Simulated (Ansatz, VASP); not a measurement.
## Na2S in VASP and in Ansatz

File POSCAR:

```
Na2S
1.0
    0.0000000000      3.1889726556      3.1889726556
    3.1889726556      0.0000000000      3.1889726556
    3.1889726556      3.1889726556      0.0000000000
Na S
2 1
Direct
    0.2500000000      0.2500000000      0.2500000000
    0.7500000000      0.7500000000      0.7500000000
    0.0000000000      0.0000000000      0.0000000000
```

The input INCAR.step1:

```
SYSTEM = Na2S
PREC     = Accurate       ! precision mode
ENCUT    = 550            ! plane-wave cutoff, eV
ISMEAR   = 0              ! smearing method
SIGMA    = 0.01           ! smearing width, eV
LREAL    = .FALSE.        ! projectors in reciprocal space
LASPH    = .TRUE.         ! aspherical terms in the spheres
NELM     = 120            ! most SCF steps
NBANDS   = 17             ! bands
GGA      = PE             ! functional
ALGO     = Normal         ! electronic algorithm
EDIFF    = 1E-5           ! SCF threshold, eV
LWAVE    = .TRUE.         ! write WAVECAR
LCHARG   = .FALSE.        ! write CHGCAR
GGA_COMPAT= .FALSE.
```

Contents of INCAR.step2:

```
SYSTEM = Na2S
PREC     = Accurate       ! precision mode
ENCUT    = 550            ! plane-wave cutoff, eV
EDIFF    = 1E-6           ! SCF threshold, eV
ISMEAR   = 0              ! smearing method
SIGMA    = 0.01           ! smearing width, eV
LREAL    = .FALSE.        ! projectors in reciprocal space
LASPH    = .TRUE.         ! aspherical terms in the spheres
NELM     = 120            ! most SCF steps
ALGO     = Normal         ! electronic algorithm
ISIF     = 2              ! what is computed and relaxed
LWAVE    = .FALSE.        ! write WAVECAR
LCHARG   = .FALSE.        ! write CHGCAR
METAGGA  = R2SCAN         ! meta-GGA
LMIXTAU  = .TRUE.       
NBANDS   = 17             ! bands
ISTART   = 1            
GGA_COMPAT= .FALSE.
```

Contents of KPOINTS:

```
Automatic mesh
0
G
  6 6 6
  0 0 0
```

Input for Ansatz:

```yaml
crystal:
  lattice:
    - [0.0, 3.1889726556, 3.1889726556]
    - [3.1889726556, 0.0, 3.1889726556]
    - [3.1889726556, 3.1889726556, 0.0]
  atoms:
    - { symbol: Na, position: [0.25, 0.25, 0.25] }
    - { symbol: Na, position: [0.75, 0.75, 0.75] }
    - { symbol: S, position: [0.0, 0.0, 0.0] }
kpoints:
  mp_grid: { grid: [6, 6, 6] }
hamiltonian:
  xc: r2scan
scf:
  occupations: { method: fixed }
  n_extra_bands: 4
output:
  forces: true
  stress: true
  eigenvalues: true
```

Alike in both runs: task single point; functional r2SCAN; k mesh 6 × 6 × 6; no spin polarisation.

|  | VASP | Ansatz |
| --- | --- | --- |
| version | VASP 6.6.1 | Ansatz 0.2.0 |
| potentials or method | VASP PAW PBE potentials, release 64 (Na_pv, S) | plane waves, PAW |
| plane-wave cutoff (eV) | 550 | 500 |
| occupations | gaussian, width 0.01 eV | fixed |
| valence electrons in the cell | 20 | 24 |

```csv
,VASP,Ansatz,Ansatz less VASP
gap on the k mesh at the Fermi level (eV),3.34,3.31,-0.027
pressure (GPa),2.0,2.2,+0.18
```

VASP's potentials were made for PBE, not for r2SCAN. VASP's potentials hold 20 valence electrons a cell and Ansatz's 24, so a difference there can come from the potentials and not from the codes.
